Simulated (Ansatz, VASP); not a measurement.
# Two plane-wave programs on LiMg6

```
Li Mg
1.0
     4.79677    0.00000    0.00000
     0.00000    4.79677    0.00000
     0.00000    0.00000    4.79677
Li Mg
1 6
Direct
  0.00000 0.00000 0.00000
  0.50000 0.50000 0.20700
  0.50000 0.50000 0.79300
  0.20700 0.50000 0.50000
  0.79300 0.50000 0.50000
  0.50000 0.20700 0.50000
  0.50000 0.79300 0.50000
```

Change from the starting cell: species swapped into the ErB6 type (Pm-3m, No. 221).

Alike in both runs: task single point; functional PBE; k mesh 4 × 4 × 4; occupations gaussian, width 0.1 eV; no spin polarisation.

```csv
,VASP,Ansatz
version,VASP 6.6.1,Ansatz 0.2.0
potentials or method,"VASP PAW PBE potentials, release 64 (Li_sv, Mg), cutoff 520 eV","scalar-relativistic, plane waves, PAW"
valence electrons in the cell,15,63
```

VASP gave:

```
gap on the k mesh at the Fermi level (eV) : none
rms of the force components (eV/Å)        : 6.913
```

Task: What did Ansatz give for the same quantities?

Result: gap on the k mesh at the Fermi level (eV): none; rms of the force components (eV/Å): 6.686.

Atom by atom the forces differ by 0.226 eV/Å (rms over components). A gap of «none» marks a metal or a gap that the smearing closes. With one functional, cell and mesh, what is left measures potentials, basis and numerics. VASP's potentials hold 15 valence electrons a cell and Ansatz's 63, so a difference there can come from the potentials and not from the codes.

Noted on VASP's run: the cutoff is short for stress, so the pressure is rough.
